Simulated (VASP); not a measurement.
# Al8H in VASP: further runs, part 2 of 2

VASP 6.6.1. Earlier steps stand in the parts before.

## Step 4: Single point, PBE

Input file INCAR:

```
SYSTEM = Al8H
PREC     = Accurate       ! precision mode
ENCUT    = 520            ! plane-wave cutoff, eV
EDIFF    = 1E-6           ! SCF threshold, eV
ISMEAR   = 0              ! smearing method
SIGMA    = 0.1            ! smearing width, eV
LREAL    = Auto         
LASPH    = .TRUE.         ! aspherical terms in the spheres
NELM     = 100            ! most SCF steps
ALGO     = Normal         ! electronic algorithm
ISIF     = 2              ! what is computed and relaxed
LWAVE    = .FALSE.        ! write WAVECAR
LCHARG   = .TRUE.         ! write CHGCAR
LDIPOL   = .TRUE.       
IDIPOL   = 3            
DIPOL    = 0.5 0.5 0.305
GGA      = PE             ! functional
LELF     = .TRUE.         ! ELF
LVHAR    = .TRUE.       
LVACPOTAV= .TRUE.       
NBANDS   = 40             ! bands
```

Input file KPOINTS:

```
regular mesh
0
G
  5 4 1
  0 0 0
```

Input file POSCAR:

```
Al8H
1.0
    5.7135165837      0.0000000000      0.0000000000
    0.0000000000      8.0801326415      0.0000000000
    0.0000000000      0.0000000000     22.2432786975
Al H
16 2
Direct
    0.2500000000      0.2500000000      0.1798296040
    0.2500000000      0.7500000000      0.1798296040
    0.7500000000      0.2500000000      0.1798296040
    0.7500000000      0.7500000000      0.1798296040
    0.0000000000      0.0000000000      0.2440458181
    0.0000000000      0.5000000000      0.2440458181
    0.5000000000      0.0000000000      0.2440458181
    0.5000000000      0.5000000000      0.2440458181
    0.2500000000      0.2500000000      0.3102598702
    0.2500000000      0.7500000000      0.3102598702
    0.7500000000      0.2500000000      0.3102598702
    0.7500000000      0.7500000000      0.3102598702
    0.0000000000      0.0000000000      0.3705963860
    0.0000000000      0.5000000000      0.3705963860
    0.5000000000      0.0000000000      0.3705963860
    0.5000000000      0.5000000000      0.3705963860
    0.2500000000      0.2035898708      0.5324430296
    0.2500000000      0.2964101292      0.5324430296
```

Potentials or basis: VASP PAW PBE potentials, release 64 (Al, H).

Run with:

```bash
> cat potpaw_PBE.64/Al/POTCAR potpaw_PBE.64/H/POTCAR > POTCAR
> mpirun -np 1 vasp_std > vasp.out
```

OUTCAR:

```text
SYSTEM = Al8H
   PREC = Accurate
   ENCUT = 520
   EDIFF = 1E-6
   ISMEAR = 0
   LREAL = Auto
   LASPH = .TRUE.
   NELM = 100
   ISIF = 2
   GGA = PE

 ion  position               nearest neighbor table
   1  0.250  0.250  0.180-   3 2.86   3 2.86   6 2.86   7 2.86   8 2.86   5 2.86   9 2.90
   2  0.250  0.750  0.180-   4 2.86   4 2.86   6 2.86   7 2.86   8 2.86   5 2.86  10 2.90
   3  0.750  0.250  0.180-   1 2.86   1 2.86   6 2.86   7 2.86   8 2.86   5 2.86  11 2.90
   4  0.750  0.750  0.180-   2 2.86   2 2.86   6 2.86   7 2.86   8 2.86   5 2.86  12 2.90
   5  0.000  0.000  0.244-  13 2.81   7 2.86   7 2.86   4 2.86   1 2.86   2 2.86   3 2.86  11 2.88
                            12 2.88   9 2.88  10 2.88
   6  0.000  0.500  0.244-  14 2.81   8 2.86   8 2.86   4 2.86   1 2.86   2 2.86   3 2.86  11 2.88
                            12 2.88   9 2.88  10 2.88
   7  0.500  0.000  0.244-  15 2.81   5 2.86   5 2.86   4 2.86   1 2.86   2 2.86   3 2.86  11 2.88
                            12 2.88   9 2.88  10 2.88
   8  0.500  0.500  0.244-  16 2.81   6 2.86   6 2.86   4 2.86   1 2.86   2 2.86   3 2.86  11 2.88
                            12 2.88   9 2.88  10 2.88
   9  0.250  0.250  0.310-  13 2.81  14 2.81  15 2.81  16 2.81  11 2.86  11 2.86   7 2.88   8 2.88
                             5 2.88   6 2.88   1 2.90
  10  0.250  0.750  0.310-  13 2.81  14 2.81  15 2.81  16 2.81  12 2.86  12 2.86   7 2.88   8 2.88
                             5 2.88   6 2.88   2 2.90
  11  0.750  0.250  0.310-  13 2.81  14 2.81  15 2.81  16 2.81   9 2.86   9 2.86   7 2.88   8 2.88
                             5 2.88   6 2.88   3 2.90
  12  0.750  0.750  0.310-  13 2.81  14 2.81  15 2.81  16 2.81  10 2.86  10 2.86   7 2.88   8 2.88
                             5 2.88   6 2.88   4 2.90
  13  0.000  0.000  0.371-   9 2.81  10 2.81  11 2.81  12 2.81   5 2.81  15 2.86  15 2.86
  14  0.000  0.500  0.371-   9 2.81  10 2.81  11 2.81  12 2.81   6 2.81  16 2.86  16 2.86
  15  0.500  0.000  0.371-   9 2.81  10 2.81  11 2.81  12 2.81   7 2.81  13 2.86  13 2.86
  16  0.500  0.500  0.371-   9 2.81  10 2.81  11 2.81  12 2.81   8 2.81  14 2.86  14 2.86
  17  0.250  0.204  0.532-  18 0.75
  18  0.250  0.296  0.532-  17 0.75

  LATTYP: Found a simple orthorhombic cell.
 ALAT       =     5.7135165837
 B/A-ratio  =     1.4142135624
 C/A-ratio  =     3.8930977747

  Lattice vectors:

 A1 = (   5.7135165837,   0.0000000000,   0.0000000000)
 A2 = (   0.0000000000,   8.0801326415,   0.0000000000)
 A3 = (   0.0000000000,   0.0000000000,  22.2432786975)

[... 183 lines left out ...]

 number of electron      49.9999999 magnetization

 dipolmoment           0.000000      0.000000     -0.001041 electrons x Angstroem

 Free energy of the ion-electron system (eV)
  ---------------------------------------------------
  ext. energy  EPLUGINS =         0.00000000
  ---------------------------------------------------
  free energy    TOTEN  =       -61.47259507 eV

  energy without entropy =      -61.43565924  energy(sigma->0) =      -61.45412716

 E-fermi :  -0.8668     XC(G=0):  -3.7173

 val. band max:       -0.8898239708   @ k =   0.0000   0.2500   0.0000
 cond. band min:      -0.8206559449   @ k =   0.2000   0.2500   0.0000
 fundamental gap:      0.0691680259
 Fermi energy:        -0.8668330370

 k-point     1 :       0.0000    0.0000    0.0000
  band No.  band energies     occupation
      1     -11.1090      2.00000
      2      -8.9327      2.00000
      3      -8.8524      2.00000
      4      -8.6725      2.00000
      5      -7.1666      2.00000
      6      -6.6967      2.00000
[... 349 lines left out ...]
     36       1.7569      0.00000
     37       1.7679      0.00000
 [bands above 37 left out]

------------------------ aborting loop because EDIFF is reached ----------------------------------------

  FORCE on cell =-STRESS in cart. coord.  units (eV):
  Direction    XX          YY          ZZ          XY          YZ          ZX
  --------------------------------------------------------------------------------------
  -------------------------------------------------------------------------------------
  Total      -11.9020613     -3.7753352     -1.2668884      0.0000000      0.0000000      0.0000000
  in kB      -18.5700032     -5.8904071     -1.9766427      0.0000000      0.0000000      0.0000000
  external PRESSURE =      -8.8123510 kB  Pullay stress =       0.0000000 kB

 VOLUME and BASIS-vectors are now :
 -----------------------------------------------------------------------------
  energy-cutoff  :      520.00
  volume of cell :     1026.88
      direct lattice vectors                 reciprocal lattice vectors
     5.713516584  0.000000000  0.000000000     0.175023558  0.000000000  0.000000000
     0.000000000  8.080132642  0.000000000     0.000000000  0.123760345  0.000000000
     0.000000000  0.000000000 22.243278697     0.000000000  0.000000000  0.044957401

 POSITION                                       TOTAL-FORCE (eV/Angst)
 -----------------------------------------------------------------------------------
      1.42838      2.02003      4.00000         0.000000      0.000000      0.215998
      1.42838      6.06010      4.00000         0.000000      0.000000      0.215823
      4.28514      2.02003      4.00000         0.000000      0.000000      0.213187
      4.28514      6.06010      4.00000         0.000000      0.000000      0.215424
      0.00000      0.00000      5.42838        -0.000286     -0.000771     -0.207327
      0.00000      4.04007      5.42838        -0.000286      0.000771     -0.207327
[... 10 lines left out ...]
      1.42838      1.64503     11.84328         0.000000     -0.009484      0.002537
      1.42838      2.39503     11.84328         0.000000      0.009484      0.002537
 -----------------------------------------------------------------------------------
    total drift:                               -0.000000     -0.000000     -0.013930

  FREE ENERGIE OF THE ION-ELECTRON SYSTEM (eV)
  ---------------------------------------------------
  free  energy   TOTEN  =       -61.4725950699 eV

  energy  without entropy=      -61.4356592441  energy(sigma->0) =      -61.45412716

 vacuum level on the upper side and lower side of the slab         3.208         3.212
```

OSZICAR:

```text
N       E                     dE             d eps       ncg     rms          rms(c)
DAV:   1     0.181530063809E+03    0.18153E+03   -0.14142E+04   720   0.853E+02
DAV:   2    -0.502158021109E+02   -0.23175E+03   -0.22063E+03   984   0.149E+02
DAV:   3    -0.645464487498E+02   -0.14331E+02   -0.13932E+02   864   0.368E+01
[... 17 lines left out ...]
DAV:  21    -0.614725776641E+02   -0.82846E-05   -0.39731E-07   712   0.174E-03    0.688E-04
DAV:  22    -0.614725886783E+02   -0.11014E-04   -0.49447E-07   712   0.136E-03    0.282E-04
DAV:  23    -0.614725929561E+02   -0.42778E-05   -0.16679E-07   656   0.937E-04    0.590E-04
DAV:  24    -0.614725946846E+02   -0.17286E-05   -0.62896E-08   568   0.670E-04    0.166E-04
DAV:  25    -0.614725950699E+02   -0.38525E-06   -0.16985E-08   576   0.473E-04
   1 F= -.61472595E+02 E0= -.61454127E+02  d E =-.369358E-01
```

stdout:

```text
POSCAR found type information on POSCAR AlH
 POSCAR found :  2 types and      18 ions
 scaLAPACK will be used
 LDA part: xc-table for (Slater+PW92), standard interpolation
 POSCAR, INCAR and KPOINTS ok, starting setup
 FFT: planning ... GRIDC
 FFT: planning ... GRID_SOFT
 FFT: planning ... GRID
 WAVECAR not read
 entering main loop
 -----------------------------------------------------------------------------
|                                                                             |
|           W    W    AA    RRRRR   N    N  II  N    N   GGGG   !!!           |
|           W    W   A  A   R    R  NN   N  II  NN   N  G    G  !!!           |
|           W    W  A    A  R    R  N N  N  II  N N  N  G       !!!           |
|           W WW W  AAAAAA  RRRRR   N  N N  II  N  N N  G  GGG   !            |
|           WW  WW  A    A  R   R   N   NN  II  N   NN  G    G                |
|           W    W  A    A  R    R  N    N  II  N    N   GGGG   !!!           |
|                                                                             |
|     Did not find any points to average over, which means that no vacuum     |
|     field-free region was found. Please increase the size of  your cell     |
|     in the dimension of the dipole correction to obtain accurate            |
|     workfunction values.                                                    |
|                                                                             |
 -----------------------------------------------------------------------------
```

Run time: 22 min. Hardware: 1 thread of Intel Xeon Platinum 8375C at 2.90GHz (Ice Lake), shared host; peak memory 0.88 GiB.

Results:

```yaml
Free_energy: -61.4726 eV
Largest_force: 0.216 eV/Å
Band_gap_on_the_k_mesh: zero (bands 25 and 26 overlap by 0.49 eV)
```

Forces on the atoms (eV/Å):
```
Al   0.000  0.000  0.216
Al   0.000  0.000  0.216
Al   0.000  0.000  0.213
Al   0.000  0.000  0.215
Al   0.000 -0.001 -0.207
Al   0.000  0.001 -0.207
Al   0.000 -0.001 -0.207
Al   0.000  0.001 -0.207
Al   0.000  0.000 -0.014
Al   0.000  0.000 -0.016
Al   0.000  0.000 -0.016
Al   0.000  0.000 -0.015
Al  -0.001 -0.001  0.006
Al  -0.001  0.001  0.006
Al   0.001 -0.001  0.006
Al   0.001  0.001  0.006
H    0.000 -0.009  0.003
H    0.000  0.009  0.003
```

## Step 5: Overview

```csv
cell,gap on the mesh (eV),largest force (eV/Å)
"as given, atomic positions A",none,0.44
"as given, atomic positions B",none,0.22
"as given, atomic positions C",none,0.22
```

Alike in all rows: task single point; level PBE; potentials or basis VASP PAW PBE potentials, release 64 (Al, H); no spin polarisation; k mesh 5 × 4 × 1; cutoff (eV) 520; smearing gaussian 0.1 eV.

Absolute energies hang on the potentials; compare differences alone.

The gap in the log of VASP goes by the Fermi energy; the results here count the filled bands.